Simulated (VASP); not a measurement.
# SiC (P3m1) in VASP: further runs

The runs below take SiC through relaxation of cell and atoms, with PBE.

Program: VASP 6.6.1. These are calculated values, not measurements. Logs are shortened: lines on timing, memory, paths and dates and some standing lists are left out, and cuts for length are marked.

## Step 1: The cell of the first run

It takes space group P3m1 (No. 156, trigonal). The conventional cell has a = 3.092 Å, b = 3.092 Å, c = 22.834 Å, α = 90.00°, β = 90.00°, γ = 120.00°. Within 2.5 Å of Si (site symmetry 3m) lie 4 C at 1.89 to 1.90 Å. Within 2.5 Å of Si (site symmetry 3m) lie 4 C at 1.89 to 1.90 Å. Si (site symmetry 3m) has 4 C at 1.89 to 1.90 Å within 2.5 Å. Si (site symmetry 3m) has 4 C at 1.89 to 1.90 Å within 2.5 Å. Si (site symmetry 3m) has 4 C at 1.89 to 1.90 Å within 2.5 Å. Within 2.5 Å of Si (site symmetry 3m) lie 4 C at 1.89 to 1.90 Å. Si (site symmetry 3m) has 4 C at 1.89 to 1.90 Å within 2.5 Å. Within 2.5 Å of Si (site symmetry 3m) lie 4 C at 1.89 to 1.90 Å.

## Step 2: Relaxation of cell and atoms, PBE

INCAR reads:

```
PREC = Accurate
ENCUT = 600
EDIFF = 1E-6
ISMEAR = 0
SIGMA = 0.02
LREAL = Auto
LASPH = T
NELM = 100
ALGO = Normal
ISIF = 3
LWAVE = F
LCHARG = F
GGA = PE
IBRION = 2
NSW = 65
EDIFFG = -0.01
```

KPOINTS reads:

```
regular mesh
0
Gamma
  12 12 2
```

POSCAR reads:

```
SiC
1.0
    3.0919380094      0.0000000000      0.0000000000
   -1.5459690047      2.6776968630      0.0000000000
    0.0000000000      0.0000000000     22.8343059207
Si C
9 9
Direct
    0.0000000000      0.0000000000      0.0000000000
    0.3333333333      0.6666666667      0.1111111111
    0.0000000000      0.0000000000      0.2222222222
    0.6666666667      0.3333333333      0.3333333333
    0.3333333333      0.6666666667      0.4444444444
    0.6666666667      0.3333333333      0.5555555556
    0.0000000000      0.0000000000      0.6666666667
    0.6666666667      0.3333333333      0.7777777778
    0.3333333333      0.6666666667      0.8888888889
    0.0000000000      0.0000000000      0.0833333333
    0.3333333333      0.6666666667      0.1944444444
    0.0000000000      0.0000000000      0.3055555556
    0.6666666667      0.3333333333      0.4166666667
    0.3333333333      0.6666666667      0.5277777778
    0.6666666667      0.3333333333      0.6388888889
    0.0000000000      0.0000000000      0.7500000000
    0.6666666667      0.3333333333      0.8611111111
    0.3333333333      0.6666666667      0.9722222222
```

Potentials or basis: VASP PAW PBE potentials, release 64 (Si, C).

On the command line:

```sh
> cat potpaw_PBE.64/Si/POTCAR potpaw_PBE.64/C/POTCAR > POTCAR
> mpirun -np 1 vasp_std > vasp.out
```

OUTCAR:

```text
PREC = Accurate
   ENCUT = 600
   EDIFF = 1E-6
   ISMEAR = 0
   LREAL = Auto
   LASPH = T
   NELM = 100
   ISIF = 3
   GGA = PE
   IBRION = 2
   NSW = 65
   EDIFFG = -0.01

 ion  position               nearest neighbor table
   1  0.000  0.000  0.000-  18 1.89  18 1.89  18 1.89  10 1.90   9 3.10   2 3.10   2 3.10   9 3.10
                             9 3.10   2 3.10
   2  0.333  0.667  0.111-  10 1.89  10 1.89  10 1.89  11 1.90   3 3.10   1 3.10   3 3.10   1 3.10
                             1 3.10   3 3.10
   3  0.000  0.000  0.222-  11 1.89  11 1.89  11 1.89  12 1.90   4 3.10   2 3.10   4 3.10   2 3.10
                             4 3.10   2 3.10
   4  0.667  0.333  0.333-  12 1.89  12 1.89  12 1.89  13 1.90   5 3.10   3 3.10   5 3.10   3 3.10
                             3 3.10   5 3.10
   5  0.333  0.667  0.444-  13 1.89  13 1.89  13 1.89  14 1.90   4 3.10   4 3.10   4 3.10   6 3.10
                             6 3.10   6 3.10
   6  0.667  0.333  0.556-  14 1.89  14 1.89  14 1.89  15 1.90   7 3.10   7 3.10   7 3.10   5 3.10
                             5 3.10   5 3.10
   7  0.000  0.000  0.667-  15 1.89  15 1.89  15 1.89  16 1.90   8 3.10   6 3.10   8 3.10   6 3.10
                             8 3.10   6 3.10
   8  0.667  0.333  0.778-  16 1.89  16 1.89  16 1.89  17 1.90   9 3.10   7 3.10   9 3.10   7 3.10
                             7 3.10   9 3.10
   9  0.333  0.667  0.889-  17 1.89  17 1.89  17 1.89  18 1.90   8 3.10   8 3.10   1 3.10   1 3.10
                             1 3.10   8 3.10
  10  0.000  0.000  0.083-   2 1.89   2 1.89   2 1.89   1 1.90
  11  0.333  0.667  0.194-   3 1.89   3 1.89   3 1.89   2 1.90
  12  0.000  0.000  0.306-   4 1.89   4 1.89   4 1.89   3 1.90
  13  0.667  0.333  0.417-   5 1.89   5 1.89   5 1.89   4 1.90
  14  0.333  0.667  0.528-   6 1.89   6 1.89   6 1.89   5 1.90
  15  0.667  0.333  0.639-   7 1.89   7 1.89   7 1.89   6 1.90
  16  0.000  0.000  0.750-   8 1.89   8 1.89   8 1.89   7 1.90
  17  0.667  0.333  0.861-   9 1.89   9 1.89   9 1.89   8 1.90
  18  0.333  0.667  0.972-   1 1.89   1 1.89   1 1.89   9 1.90

  LATTYP: Found a hexagonal cell.
 ALAT       =     3.0919380094
 C/A-ratio  =     7.3851111669

  Lattice vectors:

 A1 = (   3.0919380094,   0.0000000000,   0.0000000000)
 A2 = (  -1.5459690047,   2.6776968630,   0.0000000000)
 A3 = (   0.0000000000,   0.0000000000,  22.8343059207)

Analysis of symmetry for initial positions (statically):
=====================================================================
 Subroutine PRICEL returns:
 Original cell was already a primitive cell.

 Routine SETGRP: Setting up the symmetry group for a
 hexagonal supercell.

 Subroutine GETGRP returns: Found  6 space group operations
 (whereof  6 operations were pure point group operations)
 out of a pool of 24 trial point group operations.

The static configuration has the point symmetry C_3v.

Analysis of symmetry for dynamics (positions and initial velocities):
=====================================================================
 Subroutine PRICEL returns:
 Original cell was already a primitive cell.

 Routine SETGRP: Setting up the symmetry group for a
 hexagonal supercell.

 Subroutine GETGRP returns: Found  6 space group operations
 (whereof  6 operations were pure point group operations)
 out of a pool of 24 trial point group operations.

The dynamic configuration has the point symmetry C_3v.

 Subroutine INISYM returns: Found  6 space group operations
 (whereof  6 operations are pure point group operations),
 and found     1 'primitive' translations

----------------------------------------------------------------------------------------

                                     Primitive cell

  volume of cell :     189.0514

  direct lattice vectors                    reciprocal lattice vectors
     3.091938009  0.000000000  0.000000000     0.323421749  0.186727634  0.000000000
    -1.545969005  2.677696863  0.000000000     0.000000000  0.373455268  0.000000000
     0.000000000  0.000000000 22.834305921     0.000000000  0.000000000  0.043793755

  length of vectors
     3.091938009  3.091938009 22.834305921     0.373455268  0.373455268  0.043793755

  position of ions in fractional coordinates (direct lattice)
     0.000000000  0.000000000  0.000000000
     0.333333333  0.666666667  0.111111111
     0.000000000  0.000000000  0.222222222
     0.666666667  0.333333333  0.333333333
     0.333333333  0.666666667  0.444444444
     0.666666667  0.333333333  0.555555556
[... 10 lines left out ...]
     0.666666667  0.333333333  0.861111111
     0.333333333  0.666666667  0.972222222

  ion indices of the primitive-cell ions
   primitive index   ion index
                 1           1
                 2           2
                 3           3
                 4           4
                 5           5
                 6           6
[... 10 lines left out ...]
                17          17
                18          18

----------------------------------------------------------------------------------------

 KPOINTS: regular mesh

Automatic generation of k-mesh.
 Grid dimensions read from file:
 generate k-points for:   12   12    2

 Generating k-lattice:

  Cartesian coordinates                     Fractional coordinates (reciprocal lattice)
     0.026951812  0.015560636  0.000000000     0.083333333  0.000000000  0.000000000
     0.000000000  0.031121272  0.000000000     0.000000000  0.083333333  0.000000000
     0.000000000  0.000000000  0.021896878     0.000000000  0.000000000  0.500000000

  Length of vectors
     0.031121272  0.031121272  0.021896878

  Shift w.r.t. Gamma in fractional coordinates (k-lattice)
     0.000000000  0.000000000  0.000000000

 Subroutine IBZKPT returns following result:
 ===========================================

 Found     38 irreducible k-points:

 Following reciprocal coordinates:
            Coordinates               Weight
  0.000000  0.000000  0.000000      1.000000
  0.083333 -0.000000  0.000000      6.000000
  0.166667  0.000000  0.000000      6.000000
  0.250000 -0.000000  0.000000      6.000000
  0.333333  0.000000  0.000000      6.000000
  0.416667  0.000000  0.000000      6.000000
[... 16 lines left out ...]
  0.250000 -0.000000  0.500000      6.000000
  0.333333  0.000000  0.500000      6.000000
 [... further k-points ...]
   k-points           NKPTS =     38   k-points in BZ     NKDIM =     38   number of bands    NBANDS=     46
   number of dos      NEDOS =    301   number of ions     NIONS =     18
   total plane-waves  NPLWV = 150528
   dimension x,y,z NGX =    28 NGY =   28 NGZ =  192
   dimension x,y,z NGXF=    56 NGYF=   56 NGZF=  384
   ions per type =               9   9
   NGX,Y,Z   is equivalent  to a cutoff of  15.05, 15.05, 13.98 a.u.
   NGXF,Y,Z  is equivalent  to a cutoff of  30.11, 30.11, 27.96 a.u.
 SYSTEM =  unknown system
   PREC   = accura    normal or accurate (medium, high low for compatibility)
   ISTART =      0    job   : 0-new  1-cont  2-samecut
   ICHARG =      2    charge: 1-file 2-atom 10-const
   ISPIN  =      1    spin polarized calculation?
   LNONCOLLINEAR =      F non collinear calculations
   LSORBIT =      F    spin-orbit coupling
   LASPH  =      T    aspherical Exc in radial PAW
   ENCUT  =  600.0 eV  44.10 Ry    6.64 a.u.   6.18  6.18 45.61*2*pi/ulx,y,z
   NELM   =    100;   NELMIN=  2; NELMDL= -5     # of ELM steps
   EDIFF  = 0.1E-05   stopping-criterion for ELM
   LREAL  =      T    real-space projection
   EDIFFG = -.1E-01   stopping-criterion for IOM
   NSW    =     65    number of steps for IOM
   IBRION =      2    ionic relax: 0-MD 1-quasi-New 2-CG
   NFREE  =      1    steps in history (QN), initial steepest desc. (CG)
   ISIF   =      3    stress and relaxation
   ISYM   =      2    0-nonsym 1-usesym 2-fastsym
   POTIM  = 0.5000    time-step for ionic-motion
   TEBEG  =    0.0;   TEEND  =   0.0 temperature during run
   PSTRESS=    0.0 pullay stress
   NELECT =      72.0000    total number of electrons
   NUPDOWN=      -1.0000    fix difference up-down
   EMIN   =  10.00;   EMAX   =-10.00  energy-range for DOS
   EFERMI =   0.00;   METHOD = LEGACY
   ISMEAR =     0;   SIGMA  =   0.02  broadening in eV -4-tet -1-fermi 0-gaus
   EFERMI_NEDOS =   21; number of points for ismear=-14 and -15
   IALGO  =     38    algorithm
   IMIX   =      4    mixing-type and parameters
     AMIX     =   0.40;   BMIX     =  1.00
     AMIX_MAG =   1.60;   BMIX_MAG =  1.00
  volume/ion in A,a.u.               =      10.50        70.88
  Fermi-wavevector in a.u.,A,eV,Ry     =   1.186658  2.242459 19.159150  1.408158
  Thomas-Fermi vector in A             =   2.322826
   LORBIT       =      0    0 simple, 1 ext, 2 COOP (PROOUT), +10 PAW based schemes
   GGA     = PE    functional components
   LHFCALC =     F    Hartree Fock is set to
   AEXX    =    0.0000 exact exchange contribution
   IVDW    =     0    specifies the selected vdW correction
   LEPSILON=     F    determine dielectric tensor
   LRPA    =     F    only Hartree local field effects (RPA)
 conjugate gradient relaxation of ions
 non-spin polarized calculation
 Gauss-broadening in eV      SIGMA  =   0.02
  energy-cutoff  :      600.00
  volume of cell :      189.05
 maximum number of plane-waves:      6356
 NGX is ok and might be reduce to    28
   NGX = 13   NGY = 13   NGZ = 91

--------------------------------------- Ionic step        1  -------------------------------------------

 number of electron      72.0000000 magnetization

 Free energy of the ion-electron system (eV)
  ---------------------------------------------------
  ext. energy  EPLUGINS =         0.00000000
  ---------------------------------------------------
  free energy    TOTEN  =      -135.56572211 eV

  energy without entropy =     -135.56572211  energy(sigma->0) =     -135.56572211

------------------------ aborting loop because EDIFF is reached ----------------------------------------

  FORCE on cell =-STRESS in cart. coord.  units (eV):
  Direction    XX          YY          ZZ          XY          YZ          ZX
  --------------------------------------------------------------------------------------
  -------------------------------------------------------------------------------------
  Total        0.2003067      0.2003067     -1.3002751      0.0000000      0.0000000      0.0000000
  in kB        1.6975639      1.6975639    -11.0195999      0.0000000      0.0000000      0.0000000
  external PRESSURE =      -2.5414907 kB  Pullay stress =       0.0000000 kB
[... 245 lines left out ...]
  energy  without entropy=     -135.5683505479  energy(sigma->0) =     -135.56835055

--------------------------------------- Ionic step        6  -------------------------------------------

 number of electron      72.0000000 magnetization

 Free energy of the ion-electron system (eV)
  ---------------------------------------------------
  ext. energy  EPLUGINS =         0.00000000
  ---------------------------------------------------
  free energy    TOTEN  =      -135.56839814 eV

  energy without entropy =     -135.56839814  energy(sigma->0) =     -135.56839814

 E-fermi :   8.1314     XC(G=0): -11.2928

 val. band max:        8.0144814937   @ k =   0.0000   0.0000   0.0000
 cond. band min:       9.9507419163   @ k =   0.5000  -0.0000   0.5000
 fundamental gap:      1.9362604226
 Fermi energy:         8.1314303487

 k-point     1 :       0.0000    0.0000    0.0000
  band No.  band energies     occupation
      1      -7.3531      2.00000
      2      -7.1327      2.00000
      3      -7.0950      2.00000
      4      -6.4189      2.00000
      5      -6.4052      2.00000
      6      -5.3210      2.00000
[... 1165 lines left out ...]
     45      13.4056      0.00000
     46      13.7639      0.00000

 [... further k-points ...]

------------------------ aborting loop because EDIFF is reached ----------------------------------------

  FORCE on cell =-STRESS in cart. coord.  units (eV):
  Direction    XX          YY          ZZ          XY          YZ          ZX
  --------------------------------------------------------------------------------------
  -------------------------------------------------------------------------------------
  Total       -0.0263064     -0.0263064     -0.0023537      0.0000000      0.0000000      0.0000000
  in kB       -0.2231990     -0.2231990     -0.0199699      0.0000000      0.0000000      0.0000000
  external PRESSURE =      -0.1554560 kB  Pullay stress =       0.0000000 kB
[... 33 lines left out ...]
  FREE ENERGIE OF THE ION-ELECTRON SYSTEM (eV)
  ---------------------------------------------------
  free  energy   TOTEN  =      -135.5683981404 eV

  energy  without entropy=     -135.5683981404  energy(sigma->0) =     -135.56839814

 reached required accuracy - stopping structural energy minimisation
```

Wall time 26 min (1 thread of Intel Xeon 6975P-C (Granite Rapids), shared host); peak memory 0.52 GiB.

Results:

```yaml
Free_energy: -135.5684 eV
Relaxed_volume: 10.49 Å³/atom
Relaxed_cell: a = 3.094 Å, b = 3.094 Å, c = 22.782 Å, α = 90.00°, β = 90.00°, γ = 120.00°
Space_group_after_relaxing_to_0.1_Å: P3m1 (No. 156)
Energy_gained_by_relaxing: 0.1 meV/atom
Ionic_steps: 6
Pressure_after_relaxing: 0.0 GPa
Largest_force_after_relaxing: 0.010 eV/Å
Band_gap_on_the_k_mesh: 1.94 eV (least direct gap 3.05 eV)
```

Forces on the atoms (eV/Å):
```
Si   0.000  0.000 -0.004
Si   0.000  0.000  0.007
Si   0.000  0.000  0.008
Si   0.000  0.000  0.003
Si   0.000  0.000 -0.003
Si   0.000  0.000  0.002
Si   0.000  0.000  0.010
Si   0.000  0.000 -0.004
Si   0.000  0.000 -0.009
C    0.000  0.000 -0.002
C    0.000  0.000  0.001
C    0.000  0.000  0.002
C    0.000  0.000 -0.004
C    0.000  0.000 -0.005
C    0.000  0.000  0.000
C    0.000  0.000  0.000
C    0.000  0.000  0.000
C    0.000  0.000 -0.003
```

Step by step:
| step | energy change (eV) | largest force (eV/Å) | pressure (GPa) | volume (Å³) |
| --- | --- | --- | --- | --- |
| 1 | 0.0000 | 0.1100 | -0.25 | 189.05 |
| 2 | -0.0018 | 0.0800 | 0.26 | 188.59 |
| 3 | -0.0023 | 0.0593 | 0.08 | 188.75 |
| 4 | -0.0026 | 0.0415 | -0.02 | 188.83 |
| 5 | -0.0026 | 0.0266 | 0.01 | 188.81 |
| 6 | -0.0027 | 0.0096 | -0.02 | 188.83 |

Final structure:
```xyz
18
Lattice="3.0937 0.0000 0.0000 -1.5469 2.6792 0.0000 0.0000 0.0000 22.7819" Properties=species:S:1:pos:R:3 pbc="T T T"
Si    0.0000    0.0000   22.7795
Si    0.0000    1.7862    2.5318
Si    0.0000    0.0000    5.0634
Si    1.5469    0.8931    7.5915
Si    0.0000    1.7862   10.1240
Si    1.5469    0.8931   12.6554
Si    0.0000    0.0000   15.1872
Si    1.5469    0.8931   17.7192
Si    0.0000    1.7862   20.2478
C     1.5469    2.6792    1.8999
C     0.0000    1.7862    4.4349
C     3.0937    0.0000    6.9619
C     1.5469    0.8931    9.4902
C     0.0000    1.7862   12.0282
C     1.5469    0.8931   14.5532
C     3.0937    0.0000   17.0914
C     1.5469    0.8931   19.6181
C     0.0000    1.7862   22.1461
```

Levels at points of the mesh, in eV from the valence-band top:
```csv
k point,band 32,band 33,band 34,band 35,band 36,band 37,band 38,band 39,band 40,band 41
"(0.00, 0.00, 0.00)",-0.14,-0.14,-0.05,0.00,0.00,4.95,5.04,5.28,5.53,5.90
"(0.50, 0.00, 0.00)",-1.81,-1.79,-1.51,-1.21,-1.20,2.06,2.08,2.46,3.07,3.48
"(0.00, 0.00, 0.50)",-0.32,-0.05,-0.05,-0.04,-0.04,4.94,5.06,5.25,5.61,5.80
"(0.50, 0.00, 0.50)",-1.75,-1.72,-1.47,-1.44,-1.11,1.94,2.20,2.47,3.11,3.43
```

A k mesh can miss the band edges.

[end of part 1 of 2]
